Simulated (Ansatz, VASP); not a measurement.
# Al in VASP and in Ansatz

The input POSCAR:

```
Al
1.0
   -2.8221979689      0.0000000000      0.0000000000
   -1.4110989845     -2.4440951356      0.0000000000
    0.0000000000      0.0000000000     19.0241186883
Al
8
Direct
    1.0000000000      1.0000000000      0.7911455285
    1.0000000000      1.0000000000      0.3042867417
    0.3333333333      0.3333333333      0.9128602252
    0.3333333333      0.3333333333      0.4260014384
    1.0000000000      1.0000000000      0.0608573483
    1.0000000000      1.0000000000      0.5477161351
    0.6666666667      0.6666666667      0.1825720450
    0.6666666667      0.6666666667      0.6694308318
```

The input INCAR.step1:

```
ALGO = Normal
EDIFF = 1E-4
ENCUT = 520
GGA = PE
ISMEAR = 0
LASPH = T
LCHARG = F
LREAL = F
LWAVE = T
NBANDS = 22
NELM = 60
PREC = Accurate
SIGMA = 0.15
```

File INCAR.step2:

```
ALGO = Normal
EDIFF = 1E-7
ENCUT = 520
ISIF = 2
ISMEAR = 0
ISTART = 1
LASPH = T
LCHARG = F
LMIXTAU = T
LREAL = F
LWAVE = F
METAGGA = R2SCAN
NBANDS = 22
NELM = 60
PREC = Accurate
SIGMA = 0.15
```

Contents of KPOINTS:

```
k-points
0
Gamma
  19 19 3
```

Input for Ansatz:

```yaml
crystal:
  lattice:
    - [-2.8221979689, 0.0, 0.0]
    - [-1.4110989845, -2.4440951356, 0.0]
    - [0.0, 0.0, 19.0241186883]
  atoms:
    - { symbol: Al, position: [1.0, 1.0, 0.7911455285] }
    - { symbol: Al, position: [1.0, 1.0, 0.3042867417] }
    - { symbol: Al, position: [0.3333333333, 0.3333333333, 0.9128602252] }
    - { symbol: Al, position: [0.3333333333, 0.3333333333, 0.4260014384] }
    - { symbol: Al, position: [1.0, 1.0, 0.0608573483] }
    - { symbol: Al, position: [1.0, 1.0, 0.5477161351] }
    - { symbol: Al, position: [0.6666666667, 0.6666666667, 0.182572045] }
    - { symbol: Al, position: [0.6666666667, 0.6666666667, 0.6694308318] }
basis:
  ecutwfc: 500
kpoints:
  mp_grid: { grid: [19, 19, 3] }
hamiltonian:
  xc: r2scan
scf:
  occupations: { method: gaussian, width: 0.15 }
output:
  forces: true
  stress: true
  eigenvalues: true
  write_density: true
  write_potential: true
  elf: true
  volumetric_format: npy
```

Alike in both runs: task single point; functional r2SCAN; k mesh 19 × 19 × 3; occupations gaussian, width 0.15 eV; no spin polarisation.

|  | VASP | Ansatz |
| --- | --- | --- |
| version | VASP 6.6.1 | Ansatz 0.2.0 |
| potentials or method | VASP PAW PBE potentials, release 64 (Al), cutoff 520 eV | scalar-relativistic, plane waves, PAW |
| valence electrons in the cell | 24 | 24 |

Ansatz gave:

| Quantity | Value |
| --- | --- |
| gap on the k mesh at the Fermi level (eV) | none |
| pressure (GPa) | -1.2 |
| traceless stress, the component that is largest in VASP (GPa) | -0.82 |
| rms of the force components (eV/Å) | 0.176 |

Q: What did VASP give for the same quantities?

A: gap on the k mesh at the Fermi level (eV): none; pressure (GPa): -1.5; traceless stress, the component that is largest in VASP (GPa): -0.81; rms of the force components (eV/Å): 0.173.

VASP's potentials were made for PBE, not for r2SCAN. Atom by atom the forces differ by 0.002 eV/Å (rms over components). A gap of «none» marks a metal or a gap that the smearing closes. With one functional, cell and mesh, what is left measures potentials, basis and numerics.
